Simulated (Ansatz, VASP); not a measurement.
Two plane-wave programs on SiC

```
CELL_PARAMETERS angstrom
0.00000 2.18986 2.18986
2.18986 0.00000 2.18986
2.18986 2.18986 0.00000
ATOMIC_POSITIONS crystal
Si 0.00000 0.00000 0.00000
C 0.25000 0.25000 0.25000
```

Alike in both runs: functional PBE; k mesh 10 × 10 × 10; occupations gaussian, width 0.02 eV; no spin polarisation.

Ansatz relaxed the structure, and its values are those at the end. VASP's run is a single point on that final structure, the one shown.

|  | VASP | Ansatz |
| --- | --- | --- |
| version | VASP 6.6.1 | Ansatz 0.2.0 |
| potentials or method | VASP PAW PBE potentials, release 64 (Si, C), cutoff 600 eV | scalar-relativistic, plane waves, PAW |
| valence electrons in the cell | 8 | 8 |

VASP gave:

```
gap on the k mesh at the Fermi level (eV) : 1.37
least direct gap on the mesh (eV)         : 4.53
pressure (GPa)                            : -0.2
```

Estimate Ansatz's values.

gap on the k mesh at the Fermi level (eV): 1.37; least direct gap on the mesh (eV): 4.53; pressure (GPa): 0.0.

With one functional, cell and mesh, what is left measures potentials, basis and numerics.
